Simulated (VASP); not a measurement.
# RbBr (Fm-3m) in VASP: a series of runs

RbBr is run at these levels: LDA; tasks: single point.

All numbers are computed with VASP 6.6.1; they aren't measurements. Logs are shortened: lines on timing, memory, paths and dates and some standing lists are left out, and cuts for length are marked.

### Step 1. The cell of the first run

Symmetry: Fm-3m, No. 225, cubic system. The conventional cell has a = 6.714 Å, b = 6.714 Å, c = 6.714 Å, α = 90.00°, β = 90.00°, γ = 90.00°. Rb (site symmetry m-3m) has 6 Br at 3.36 Å within 4.4 Å. Within 4.4 Å of Br (site symmetry m-3m) lie 6 Rb at 3.36 Å.

### Step 2. Single point, LDA (volume scaled by 0.94)

Contents of INCAR:

```
SYSTEM = RbBr
PREC = Accurate ; ENCUT = 520
EDIFF = 1E-6 ; ISMEAR = -1
SIGMA = 0.05 ; LREAL = .False.
LASPH = .True. ; NELM = 60
ALGO = Normal ; ISIF = 2
LWAVE = .False. ; LCHARG = .False.
NBANDS = 15
```

Contents of KPOINTS:

```
Automatic mesh
0
Gamma
  7 7 7
  0 0 0
```

Contents of POSCAR:

```
RbBr
1.0
    0.0000000000      3.3570415946      3.3570415946
    3.3570415946      0.0000000000      3.3570415946
    3.3570415946      3.3570415946      0.0000000000
Rb Br
1 1
Direct
    0.0000000000      0.0000000000      0.0000000000
    0.5000000000      0.5000000000      0.5000000000
```

Potentials or basis: VASP PAW LDA potentials, release 64 (Rb_sv, Br).

On the command line:

```bash
$ cat potpaw_LDA.64/Rb_sv/POTCAR potpaw_LDA.64/Br/POTCAR > POTCAR
$ mpirun -np 1 vasp_std > vasp.out
```

OUTCAR:

```text
SYSTEM = RbBr
   PREC = Accurate
   ENCUT = 520
   EDIFF = 1E-6
   ISMEAR = -1
   LREAL = .False.
   LASPH = .True.
   NELM = 60
   ISIF = 2

 ion  position               nearest neighbor table
   1  0.000  0.000  0.000-   2 3.36   2 3.36   2 3.36   2 3.36   2 3.36   2 3.36
   2  0.500  0.500  0.500-   1 3.36   1 3.36   1 3.36   1 3.36   1 3.36   1 3.36

  LATTYP: Found a face centered cubic cell.
 ALAT       =     6.7140831892

  Lattice vectors:

 A1 = (   0.0000000000,   3.3570415946,   3.3570415946)
 A2 = (   3.3570415946,   0.0000000000,   3.3570415946)
 A3 = (   3.3570415946,   3.3570415946,   0.0000000000)

Analysis of symmetry for initial positions (statically):
=====================================================================
 Subroutine PRICEL returns:
 Original cell was already a primitive cell.

 Routine SETGRP: Setting up the symmetry group for a
 face centered cubic supercell.

 Subroutine GETGRP returns: Found 48 space group operations
 (whereof 48 operations were pure point group operations)
 out of a pool of 48 trial point group operations.

The static configuration has the point symmetry O_h .

Analysis of symmetry for dynamics (positions and initial velocities):
=====================================================================
 Subroutine PRICEL returns:
 Original cell was already a primitive cell.

 Routine SETGRP: Setting up the symmetry group for a
 face centered cubic supercell.

 Subroutine GETGRP returns: Found 48 space group operations
 (whereof 48 operations were pure point group operations)
 out of a pool of 48 trial point group operations.

The dynamic configuration has the point symmetry O_h .

 Subroutine INISYM returns: Found 48 space group operations
 (whereof 48 operations are pure point group operations),
 and found     1 'primitive' translations

----------------------------------------------------------------------------------------

                                     Primitive cell

  volume of cell :      75.6659

  direct lattice vectors                    reciprocal lattice vectors
     0.000000000  3.357041595  3.357041595    -0.148940663  0.148940663  0.148940663
     3.357041595  0.000000000  3.357041595     0.148940663 -0.148940663  0.148940663
     3.357041595  3.357041595  0.000000000     0.148940663  0.148940663 -0.148940663

  length of vectors
     4.747573753  4.747573753  4.747573753     0.257972795  0.257972795  0.257972795

  position of ions in fractional coordinates (direct lattice)
     0.000000000  0.000000000  0.000000000
     0.500000000  0.500000000  0.500000000

  ion indices of the primitive-cell ions
   primitive index   ion index
                 1           1
                 2           2

----------------------------------------------------------------------------------------

 KPOINTS: Automatic mesh

Automatic generation of k-mesh.
 Grid dimensions read from file:
 generate k-points for:    7    7    7

 Generating k-lattice:

  Cartesian coordinates                     Fractional coordinates (reciprocal lattice)
    -0.021277238  0.021277238  0.021277238     0.142857143  0.000000000  0.000000000
     0.021277238 -0.021277238  0.021277238     0.000000000  0.142857143  0.000000000
     0.021277238  0.021277238 -0.021277238     0.000000000  0.000000000  0.142857143

  Length of vectors
     0.036853256  0.036853256  0.036853256

  Shift w.r.t. Gamma in fractional coordinates (k-lattice)
     0.000000000  0.000000000  0.000000000

 Subroutine IBZKPT returns following result:
 ===========================================

 Found     20 irreducible k-points:

 Following reciprocal coordinates:
            Coordinates               Weight
  0.000000  0.000000  0.000000      1.000000
  0.142857  0.000000  0.000000      8.000000
  0.285714  0.000000  0.000000      8.000000
  0.428571  0.000000  0.000000      8.000000
  0.142857  0.142857  0.000000      6.000000
  0.285714  0.142857  0.000000     24.000000
[... 12 lines left out ...]
 -0.428571  0.428571  0.142857     24.000000
 -0.285714  0.428571  0.142857     24.000000
   k-points           NKPTS =     20   k-points in BZ     NKDIM =     20   number of bands    NBANDS=     15
   number of dos      NEDOS =    301   number of ions     NIONS =      2
   total plane-waves  NPLWV =  46656
   dimension x,y,z NGX =    36 NGY =   36 NGZ =   36
   dimension x,y,z NGXF=    72 NGYF=   72 NGZF=   72
   ions per type =               1   1
   NGX,Y,Z   is equivalent  to a cutoff of  12.61, 12.61, 12.61 a.u.
   NGXF,Y,Z  is equivalent  to a cutoff of  25.21, 25.21, 25.21 a.u.
 SYSTEM =  RbBr
   PREC   = accura    normal or accurate (medium, high low for compatibility)
   ISTART =      0    job   : 0-new  1-cont  2-samecut
   ICHARG =      2    charge: 1-file 2-atom 10-const
   ISPIN  =      1    spin polarized calculation?
   LNONCOLLINEAR =      F non collinear calculations
   LSORBIT =      F    spin-orbit coupling
   LASPH  =      T    aspherical Exc in radial PAW
   ENCUT  =  520.0 eV  38.22 Ry    6.18 a.u.   8.83  8.83  8.83*2*pi/ulx,y,z
   NELM   =     60;   NELMIN=  2; NELMDL= -5     # of ELM steps
   EDIFF  = 0.1E-05   stopping-criterion for ELM
   LREAL  =      F    real-space projection
   EDIFFG = 0.1E-04   stopping-criterion for IOM
   NSW    =      0    number of steps for IOM
   IBRION =     -1    ionic relax: 0-MD 1-quasi-New 2-CG
   NFREE  =      0    steps in history (QN), initial steepest desc. (CG)
   ISIF   =      2    stress and relaxation
   ISYM   =      2    0-nonsym 1-usesym 2-fastsym
   POTIM  = 0.5000    time-step for ionic-motion
   TEBEG  =    0.0;   TEEND  =   0.0 temperature during run
   PSTRESS=    0.0 pullay stress
   NELECT =      16.0000    total number of electrons
   NUPDOWN=      -1.0000    fix difference up-down
   EMIN   =  10.00;   EMAX   =-10.00  energy-range for DOS
   EFERMI =   0.00;   METHOD = LEGACY
   ISMEAR =    -1;   SIGMA  =   0.05  broadening in eV -4-tet -1-fermi 0-gaus
   EFERMI_NEDOS =   21; number of points for ismear=-14 and -15
   IALGO  =     38    algorithm
   IMIX   =      4    mixing-type and parameters
     AMIX     =   0.40;   BMIX     =  1.00
     AMIX_MAG =   1.60;   BMIX_MAG =  1.00
  volume/ion in A,a.u.               =      37.83       255.31
  Fermi-wavevector in a.u.,A,eV,Ry     =   0.975322  1.843092 12.942588  0.951253
  Thomas-Fermi vector in A             =   2.105852
   LORBIT       =      0    0 simple, 1 ext, 2 COOP (PROOUT), +10 PAW based schemes
   GGA     = CA    functional components
   LHFCALC =     F    Hartree Fock is set to
   AEXX    =    0.0000 exact exchange contribution
   IVDW    =     0    specifies the selected vdW correction
   LEPSILON=     F    determine dielectric tensor
   LRPA    =     F    only Hartree local field effects (RPA)
 non-spin polarized calculation
  energy-cutoff  :      520.00
  volume of cell :       75.67
 maximum number of plane-waves:      2085
   NGX = 17   NGY = 17   NGZ = 17

 number of electron      16.0000002 magnetization

 Free energy of the ion-electron system (eV)
  ---------------------------------------------------
  ext. energy  EPLUGINS =         0.00000000
  ---------------------------------------------------
  free energy    TOTEN  =        -6.71770333 eV

  energy without entropy =       -6.71770333  energy(sigma->0) =       -6.71770333

 E-fermi :  -0.6039     XC(G=0):  -7.9851

 val. band max:       -1.7034046841   @ k =   0.0000   0.0000   0.0000
 cond. band min:       2.4103724519   @ k =   0.0000   0.0000   0.0000
 fundamental gap:      4.1137771360
 Fermi energy:        -0.6039285042

 k-point     1 :       0.0000    0.0000    0.0000
  band No.  band energies     occupation
      1     -25.8548      2.00000
      2     -13.9804      2.00000
      3     -10.0039      2.00000
      4     -10.0039      2.00000
      5     -10.0039      2.00000
      6      -1.7034      2.00000
      7      -1.7034      2.00000
      8      -1.7034      2.00000
      9       2.4104      0.00000
     10       5.3305      0.00000
     11       5.3305      0.00000
     12       5.3305      0.00000
     13       6.3256      0.00000
     14       6.3256      0.00000
     15       8.9806      0.00000

 k-point     2 :       0.1429    0.0000    0.0000
  band No.  band energies     occupation
      1     -25.8521      2.00000
      2     -13.9918      2.00000
      3     -10.0057      2.00000
      4     -10.0057      2.00000
      5      -9.9922      2.00000
      6      -1.9911      2.00000
      7      -1.7931      2.00000
      8      -1.7931      2.00000
      9       2.9497      0.00000
     10       5.2028      0.00000
     11       5.5912      0.00000
     12       5.5912      0.00000
     13       6.6638      0.00000
     14       6.6638      0.00000
     15       9.8066      0.00000

 k-point     3 :       0.2857    0.0000    0.0000
  band No.  band energies     occupation
      1     -25.8461      2.00000
      2     -14.0170      2.00000
      3     -10.0096      2.00000
      4     -10.0096      2.00000
      5      -9.9659      2.00000
      6      -2.5013      2.00000
      7      -1.9815      2.00000
      8      -1.9815      2.00000
      9       4.0689      0.00000
     10       5.2676      0.00000
     11       6.3328      0.00000
     12       6.3328      0.00000
     13       7.5519      0.00000
     14       7.5519      0.00000
     15      10.4625      0.00000

 k-point     4 :       0.4286    0.0000    0.0000
  band No.  band energies     occupation
      1     -25.8412      2.00000
      2     -14.0370      2.00000
      3     -10.0127      2.00000
      4     -10.0127      2.00000
      5      -9.9449      2.00000
      6      -2.8332      2.00000
      7      -2.1214      2.00000
      8      -2.1214      2.00000
      9       4.8184      0.00000
     10       5.7960      0.00000
     11       7.3998      0.00000
     12       7.3998      0.00000
     13       8.4170      0.00000
     14       8.4170      0.00000
     15       9.4409      0.00000
[... 235 lines left out ...]
 k-point    18 :      -0.4286    0.2857    0.1429
  band No.  band energies     occupation
      1     -25.8385      2.00000
      2     -13.9883      2.00000
      3     -10.1169      2.00000
      4     -10.0885      2.00000
      5      -9.9814      2.00000
      6      -2.5441      2.00000
      7      -2.1192      2.00000
      8      -2.0442      2.00000
      9       4.9079      0.00000
     10       5.4109      0.00000
     11       6.8549      0.00000
     12       7.5172      0.00000
     13       8.0871      0.00000
     14       8.8019      0.00000
     15       9.4376      0.00000

 k-point    19 :      -0.4286    0.4286    0.1429
  band No.  band energies     occupation
      1     -25.8372      2.00000
      2     -13.9486      2.00000
      3     -10.1948      2.00000
      4     -10.1266      2.00000
      5     -10.0241      2.00000
      6      -2.2854      2.00000
      7      -2.0853      2.00000
      8      -1.9594      2.00000
      9       4.1443      0.00000
     10       5.6426      0.00000
     11       6.6698      0.00000
     12       7.6215      0.00000
     13       8.0511      0.00000
     14       8.9220      0.00000
     15       9.5102      0.00000

 k-point    20 :      -0.2857    0.4286    0.1429
  band No.  band energies     occupation
      1     -25.8368      2.00000
      2     -13.9591      2.00000
      3     -10.1906      2.00000
      4     -10.1354      2.00000
      5      -9.9866      2.00000
      6      -2.3415      2.00000
      7      -2.1118      2.00000
      8      -2.0607      2.00000
      9       4.8157      0.00000
     10       5.5636      0.00000
     11       6.6060      0.00000
     12       6.9734      0.00000
     13       8.7098      0.00000
     14       8.9806      0.00000
     15       9.8407      0.00000

------------------------ aborting loop because EDIFF is reached ----------------------------------------

  FORCE on cell =-STRESS in cart. coord.  units (eV):
  Direction    XX          YY          ZZ          XY          YZ          ZX
  --------------------------------------------------------------------------------------
  -------------------------------------------------------------------------------------
  Total       -0.1416968     -0.1416968     -0.1416968      0.0000000      0.0000000      0.0000000
  in kB       -3.0003394     -3.0003394     -3.0003394      0.0000000      0.0000000      0.0000000
  external PRESSURE =      -3.0003394 kB  Pullay stress =       0.0000000 kB

 VOLUME and BASIS-vectors are now :
 -----------------------------------------------------------------------------
  energy-cutoff  :      520.00
  volume of cell :       75.67
      direct lattice vectors                 reciprocal lattice vectors
     0.000000000  3.357041595  3.357041595    -0.148940663  0.148940663  0.148940663
     3.357041595  0.000000000  3.357041595     0.148940663 -0.148940663  0.148940663
     3.357041595  3.357041595  0.000000000     0.148940663  0.148940663 -0.148940663

 POSITION                                       TOTAL-FORCE (eV/Angst)
 -----------------------------------------------------------------------------------
      0.00000      0.00000      0.00000        -0.000000     -0.000000     -0.000000
      3.35704      3.35704      3.35704         0.000000      0.000000      0.000000
 -----------------------------------------------------------------------------------
    total drift:                                0.000000      0.000000      0.000000

  FREE ENERGIE OF THE ION-ELECTRON SYSTEM (eV)
  ---------------------------------------------------
  free  energy   TOTEN  =        -6.7177033326 eV

  energy  without entropy=       -6.7177033326  energy(sigma->0) =       -6.71770333
```

Run time: 19 s. Hardware: 1 thread of AMD EPYC 7R13 (Zen 3), shared host; peak memory 0.15 GiB.

What came out:

```yaml
Free_energy: -6.7177 eV
Pressure: -0.3 GPa
Band_gap_on_the_k_mesh: 4.11 eV, direct
```

### Step 3. Single point, LDA (volume scaled by 0.96)

Contents of INCAR:

```
  ALGO = Normal
  EDIFF = 1E-6
  ENCUT = 520
  GGA = CA
  ISIF = 2
  ISMEAR = -1
  LASPH = True
  LCHARG = False
  LREAL = False
  LWAVE = False
  NBANDS = 15
  NELM = 100
  PREC = Accurate
  SIGMA = 0.05
```

Contents of KPOINTS:

```
k-points
0
Gamma
  7 7 7
```

Contents of POSCAR:

```
RbBr
1.0
    0.0000000000      3.3806835115      3.3806835115
    3.3806835115      0.0000000000      3.3806835115
    3.3806835115      3.3806835115      0.0000000000
Rb Br
1 1
Direct
    0.0000000000      0.0000000000      0.0000000000
    0.5000000000      0.5000000000      0.5000000000
```

Potentials or basis: VASP PAW LDA potentials, release 64 (Rb_sv, Br).

On the command line:

```bash
$ cat potpaw_LDA.64/Rb_sv/POTCAR potpaw_LDA.64/Br/POTCAR > POTCAR
$ mpirun -np 1 vasp_std > vasp.out
```

OUTCAR:

```text
EDIFF = 1E-6
   ENCUT = 520
   GGA = CA
   ISIF = 2
   ISMEAR = -1
   LASPH = True
   LREAL = False
   NELM = 100
   PREC = Accurate

 ion  position               nearest neighbor table
   1  0.000  0.000  0.000-   2 3.38   2 3.38   2 3.38   2 3.38   2 3.38   2 3.38
   2  0.500  0.500  0.500-   1 3.38   1 3.38   1 3.38   1 3.38   1 3.38   1 3.38

  LATTYP: Found a face centered cubic cell.
 ALAT       =     6.7613670230

  Lattice vectors:

 A1 = (   0.0000000000,   3.3806835115,   3.3806835115)
 A2 = (   3.3806835115,   0.0000000000,   3.3806835115)
 A3 = (   3.3806835115,   3.3806835115,   0.0000000000)

Analysis of symmetry for initial positions (statically):
=====================================================================
 Subroutine PRICEL returns:
 Original cell was already a primitive cell.

 Routine SETGRP: Setting up the symmetry group for a
 face centered cubic supercell.

 Subroutine GETGRP returns: Found 48 space group operations
 (whereof 48 operations were pure point group operations)
 out of a pool of 48 trial point group operations.

[... 167 lines left out ...]
      3     -10.1293      2.00000
      4     -10.1293      2.00000
      5     -10.1293      2.00000
      6      -1.7924      2.00000
      7      -1.7924      2.00000
      8      -1.7924      2.00000
      9       2.2677      0.00000
     10       5.2414      0.00000
     11       5.2414      0.00000
     12       5.2414      0.00000
     13       6.2193      0.00000
     14       6.2193      0.00000
[... 329 lines left out ...]
      2     -14.0238      2.00000
      3     -10.3013      2.00000
      4     -10.2506      2.00000
      5     -10.1147      2.00000
      6      -2.4077      2.00000
      7      -2.1967      2.00000
      8      -2.1409      2.00000
      9       4.7155      0.00000
     10       5.4439      0.00000
     11       6.4221      0.00000
     12       6.7980      0.00000
     13       8.5476      0.00000
     14       8.7960      0.00000
     15       9.6201      0.00000

------------------------ aborting loop because EDIFF is reached ----------------------------------------

  FORCE on cell =-STRESS in cart. coord.  units (eV):
  Direction    XX          YY          ZZ          XY          YZ          ZX
  --------------------------------------------------------------------------------------
  -------------------------------------------------------------------------------------
  Total       -0.3058331     -0.3058331     -0.3058331      0.0000000      0.0000000     -0.0000000
  in kB       -6.3409086     -6.3409086     -6.3409086      0.0000000      0.0000000     -0.0000000
  external PRESSURE =      -6.3409086 kB  Pullay stress =       0.0000000 kB

 VOLUME and BASIS-vectors are now :
 -----------------------------------------------------------------------------
  energy-cutoff  :      520.00
  volume of cell :       77.28
      direct lattice vectors                 reciprocal lattice vectors
     0.000000000  3.380683512  3.380683512    -0.147899086  0.147899086  0.147899086
     3.380683512  0.000000000  3.380683512     0.147899086 -0.147899086  0.147899086
     3.380683512  3.380683512  0.000000000     0.147899086  0.147899086 -0.147899086

 POSITION                                       TOTAL-FORCE (eV/Angst)
 -----------------------------------------------------------------------------------
      0.00000      0.00000      0.00000         0.000000      0.000000      0.000000
      3.38068      3.38068      3.38068         0.000000      0.000000     -0.000000
 -----------------------------------------------------------------------------------
    total drift:                                0.000000      0.000000      0.000000

  FREE ENERGIE OF THE ION-ELECTRON SYSTEM (eV)
  ---------------------------------------------------
  free  energy   TOTEN  =        -6.7129537950 eV

  energy  without entropy=       -6.7129537950  energy(sigma->0) =       -6.71295380
```

OSZICAR:

```text
N       E                     dE             d eps       ncg     rms          rms(c)
DAV:   1     0.790667958365E+02    0.79067E+02   -0.65630E+03   600   0.908E+02
DAV:   2    -0.156659022561E+01   -0.80633E+02   -0.73165E+02   861   0.163E+02
DAV:   3    -0.680790326854E+01   -0.52413E+01   -0.52123E+01   782   0.421E+01
DAV:   4    -0.693888626234E+01   -0.13098E+00   -0.13096E+00   893   0.626E+00
DAV:   5    -0.693959675337E+01   -0.71049E-03   -0.71048E-03   789   0.477E-01    0.316E+00
DAV:   6    -0.674015945828E+01    0.19944E+00   -0.22316E-01   740   0.223E+00    0.211E+00
DAV:   7    -0.671223728767E+01    0.27922E-01   -0.78853E-02   782   0.144E+00    0.979E-01
DAV:   8    -0.671287514702E+01   -0.63786E-03   -0.69892E-03   724   0.447E-01    0.774E-02
DAV:   9    -0.671289609362E+01   -0.20947E-04   -0.29293E-04   825   0.839E-02    0.456E-02
DAV:  10    -0.671295315652E+01   -0.57063E-04   -0.53821E-05   650   0.440E-02    0.642E-03
DAV:  11    -0.671295379501E+01   -0.63849E-06   -0.59415E-06   782   0.128E-02
   1 F= -.67129538E+01 E0= -.67129538E+01  d E =-.102419E-10
```

Run time: 18 s. Hardware: 1 thread of AMD EPYC 7R13 (Zen 3), shared host; peak memory 0.15 GiB.

What came out:

| Property | Result |
| --- | --- |
| Free energy | -6.7130 eV |
| Pressure | -0.6 GPa |
| Band gap on the k mesh | 4.06 eV, direct |

Levels at points of the mesh, in eV from the valence-band top:
```
           k point  band 5  band 6  band 7  band 8  band 9  band 10  band 11  band 12
(0.00, 0.00, 0.00)   -8.34    0.00    0.00    0.00    4.06     7.03     7.03     7.03
```
